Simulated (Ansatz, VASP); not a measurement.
## One calculation of BaTiO3, two programs

```xyz
5
Lattice="3.9998 0.0000 0.0000 0.0000 3.9998 0.0000 0.0000 0.0000 4.0180" Properties=species:S:1:pos:R:3 pbc="T T T"
Ba    0.0000    0.0000   -0.0119
Ti    1.9999    1.9999    1.9393
O     1.9999    1.9999    0.0895
O     1.9999    0.0000    2.0613
O     0.0000    1.9999    2.0613
```

Alike in both runs: functional PBE; k mesh 8 × 8 × 8; occupations fermi-dirac, width 0.02 eV; no spin polarisation.

Ansatz relaxed the structure, and its values are those at the end. VASP's run is a single point on that final structure, the one shown.

```csv
,VASP,Ansatz
version,VASP 6.6.1,Ansatz 0.2.0
potentials or method,"VASP PAW PBE potentials, release 64 (Ba_sv, Ti_sv, O)","plane-wave PAW, scalar-relativistic"
plane-wave cutoff (eV),520,420
valence electrons in the cell,40,40
```

```tsv
	VASP	Ansatz	Ansatz less VASP
gap on the k mesh at the Fermi level (eV)	1.79	1.86	+0.067
pressure (GPa)	5.0	3.2	-1.79
rms of the force components (eV/Å)	0.022	0.000	-0.0219
```

With one functional, cell and mesh, what is left measures potentials, basis and numerics. Ansatz's warnings: stress scf threshold loose.

Spin-orbit coupling is off throughout.
